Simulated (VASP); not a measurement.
# N (Fm-3m) in VASP: further runs, part 2 of 2

VASP 6.6.1. The steps go on from the part before.

## (5) Single point, PBEsol

File INCAR:

```
ALGO = Normal
EDIFF = 1E-6
ENCUT = 600
GGA = PS
GGA_COMPAT = False
ISIF = 2
ISMEAR = 0
LASPH = True
LCHARG = False
LREAL = False
LWAVE = False
NBANDS = 8
NELM = 120
PREC = Accurate
SIGMA = 0.1
```

File KPOINTS:

```
k-points
0
Gamma
  8 8 8
```

File POSCAR:

```
N
1.0
    0.0000000000      1.5538090000      1.5538090000
    1.5538090000      0.0000000000      1.5538090000
    1.5538090000      1.5538090000      0.0000000000
N
1
Direct
    0.0000000000      0.0000000000      0.0000000000
```

Launch:

```console
$ cat potpaw_PBE.64/N/POTCAR > POTCAR
$ mpirun -np 1 vasp_std > vasp.out
```

Wall time 3.3 s (1 thread of Intel Xeon 8259CL, shared host); peak memory 0.11 GiB.

The run converged. Its results:

| Item | Value |
| --- | --- |
| Free energy | -4.3143 eV |
| Pressure | -8.3 GPa |

Levels at points of the mesh, in eV from the Fermi level:
```
           k point  band 1  band 2  band 3  band 4  band 5
(0.00, 0.00, 0.00)  -20.23    4.07    4.07    4.07   23.43
(0.50, 0.00, 0.00)  -13.34   -8.32    2.88    2.88   22.10
(0.50, 0.50, 0.00)  -10.76   -6.84    0.11    0.11   14.84
```

Caveat: the k points lie up to 0.44 Å⁻¹ apart; the PAW data sets were made with another functional, which shifts forces and pressure a little.

## (6) Single point, PBEsol

File INCAR:

```
PREC = Accurate ; ENCUT = 600
EDIFF = 1E-6 ; ISMEAR = 0
SIGMA = 0.1 ; LREAL = F
LASPH = T ; NELM = 120
ALGO = Normal ; ISIF = 2
LWAVE = F ; LCHARG = F
GGA = PS ; NBANDS = 8
GGA_COMPAT = F
```

File KPOINTS:

```
Automatic mesh
0
Gamma
  11 11 11
```

POSCAR is that of step 5.

Potentials or basis: VASP PAW PBE potentials, release 64 (N).

Launch:

```console
$ cat potpaw_PBE.64/N/POTCAR > POTCAR
$ mpirun -np 1 vasp_std > vasp.out
```

OUTCAR:

```text
PREC = Accurate
   ENCUT = 600
   EDIFF = 1E-6
   ISMEAR = 0
   LREAL = F
   LASPH = T
   NELM = 120
   ISIF = 2
   GGA = PS

 ion  position               nearest neighbor table
   1  0.000  0.000  0.000-

  LATTYP: Found a face centered cubic cell.
 ALAT       =     3.1076180000

  Lattice vectors:

 A1 = (   0.0000000000,   1.5538090000,   1.5538090000)
 A2 = (   1.5538090000,   0.0000000000,   1.5538090000)
 A3 = (   1.5538090000,   1.5538090000,   0.0000000000)

Analysis of symmetry for initial positions (statically):
=====================================================================
 Subroutine PRICEL returns:
 Original cell was already a primitive cell.

 Routine SETGRP: Setting up the symmetry group for a
 face centered cubic supercell.

 Subroutine GETGRP returns: Found 48 space group operations
 (whereof 48 operations were pure point group operations)
 out of a pool of 48 trial point group operations.

The static configuration has the point symmetry O_h .

Analysis of symmetry for dynamics (positions and initial velocities):
=====================================================================
 Subroutine PRICEL returns:
 Original cell was already a primitive cell.

 Routine SETGRP: Setting up the symmetry group for a
 face centered cubic supercell.

 Subroutine GETGRP returns: Found 48 space group operations
 (whereof 48 operations were pure point group operations)
 out of a pool of 48 trial point group operations.

The dynamic configuration has the point symmetry O_h .

 Subroutine INISYM returns: Found 48 space group operations
 (whereof 48 operations are pure point group operations),
 and found     1 'primitive' translations

----------------------------------------------------------------------------------------

[... 110 lines left out ...]
     AMIX_MAG =   1.60;   BMIX_MAG =  1.00
  volume/ion in A,a.u.               =       7.50        50.63
  Fermi-wavevector in a.u.,A,eV,Ry     =   1.429960  2.702232 27.820994  2.044785
  Thomas-Fermi vector in A             =   2.549857
   LORBIT       =      0    0 simple, 1 ext, 2 COOP (PROOUT), +10 PAW based schemes
   GGA     = PS    functional components
   LHFCALC =     F    Hartree Fock is set to
   AEXX    =    0.0000 exact exchange contribution
   IVDW    =     0    specifies the selected vdW correction
   LEPSILON=     F    determine dielectric tensor
   LRPA    =     F    only Hartree local field effects (RPA)
 non-spin polarized calculation
 Gauss-broadening in eV      SIGMA  =   0.10
  energy-cutoff  :      600.00
  volume of cell :        7.50
 maximum number of plane-waves:       263
 NGX is ok and might be reduce to    18
   NGX =  9   NGY =  9   NGZ =  9

 number of electron       5.0000001 magnetization

 Free energy of the ion-electron system (eV)
  ---------------------------------------------------
  ext. energy  EPLUGINS =         0.00000000
  ---------------------------------------------------
  free energy    TOTEN  =        -4.30650504 eV

  energy without entropy =       -4.30201216  energy(sigma->0) =       -4.30425860

 E-fermi :   5.4468     XC(G=0): -12.8633

 val. band max:        5.4073352085   @ k =  -0.2727   0.1818   0.0000
 cond. band min:       5.5570771776   @ k =   0.2727   0.1818   0.0000
 fundamental gap:      0.1497419692
 Fermi energy:         5.4467697965

 k-point     1 :       0.0000    0.0000    0.0000
  band No.  band energies     occupation
      1     -14.7426      2.00000
      2       9.5539      0.00000
      3       9.5539      0.00000
      4       9.5539      0.00000
      5      28.9165      0.00000
      6      37.2589      0.00000
      7      37.2589      0.00000
      8      37.2589      0.00000
[... 243 lines left out ...]
 k-point    24 :      -0.1818    0.1818    0.0000
  band No.  band energies     occupation
      1     -11.5951      2.00000
      2       4.4099      2.00000
      3       6.2852      0.00000
      4       9.0347      0.00000
      5      29.9779      0.00000
      6      30.6452      0.00000
      7      33.4563      0.00000
      8      38.7228      0.00000

 [... further k-points ...]

------------------------ aborting loop because EDIFF is reached ----------------------------------------

  FORCE on cell =-STRESS in cart. coord.  units (eV):
  Direction    XX          YY          ZZ          XY          YZ          ZX
  --------------------------------------------------------------------------------------
  -------------------------------------------------------------------------------------
  Total       -0.4034085     -0.4034085     -0.4034085      0.0000000      0.0000000     -0.0000000
  in kB      -86.1455326    -86.1455326    -86.1455326      0.0000000      0.0000000     -0.0000000
  external PRESSURE =     -86.1455326 kB  Pullay stress =       0.0000000 kB

 VOLUME and BASIS-vectors are now :
 -----------------------------------------------------------------------------
  energy-cutoff  :      600.00
  volume of cell :        7.50
      direct lattice vectors                 reciprocal lattice vectors
     0.000000000  1.553809000  1.553809000    -0.321789873  0.321789873  0.321789873
     1.553809000  0.000000000  1.553809000     0.321789873 -0.321789873  0.321789873
     1.553809000  1.553809000  0.000000000     0.321789873  0.321789873 -0.321789873

 POSITION                                       TOTAL-FORCE (eV/Angst)
 -----------------------------------------------------------------------------------
      0.00000      0.00000      0.00000         0.000000      0.000000      0.000000
 -----------------------------------------------------------------------------------
    total drift:                                0.000000     -0.000000     -0.000000

  FREE ENERGIE OF THE ION-ELECTRON SYSTEM (eV)
  ---------------------------------------------------
  free  energy   TOTEN  =        -4.3065050375 eV

  energy  without entropy=       -4.3020121551  energy(sigma->0) =       -4.30425860
```

It took 7.1 s on 1 thread of Intel Xeon 8259CL, shared host; peak memory 0.11 GiB.

Results:

```
Free energy : -4.3065 eV
Pressure    : -8.6 GPa
```

Caveat: the PAW data sets were made with another functional, which shifts forces and pressure a little.

## (7) Summary

| k mesh | gap on the mesh (eV) | pressure (GPa) |
| --- | --- | --- |
| 4 × 4 × 4 | none | -12.0 |
| 6 × 6 × 6 | none | -8.0 |
| 7 × 7 × 7 | none | -6.1 |
| 8 × 8 × 8 | none | -8.3 |
| 11 × 11 × 11 | none | -8.6 |

Alike in all rows: task single point; level PBEsol; potentials or basis VASP PAW PBE potentials, release 64 (N); no spin polarisation; cell as given; cutoff (eV) 600; smearing gaussian 0.1 eV.

Caveats: some runs use coarse meshes; the PAW data sets were made with another functional, which shifts forces and pressure a little.

Absolute energies hang on the potentials; compare differences alone.
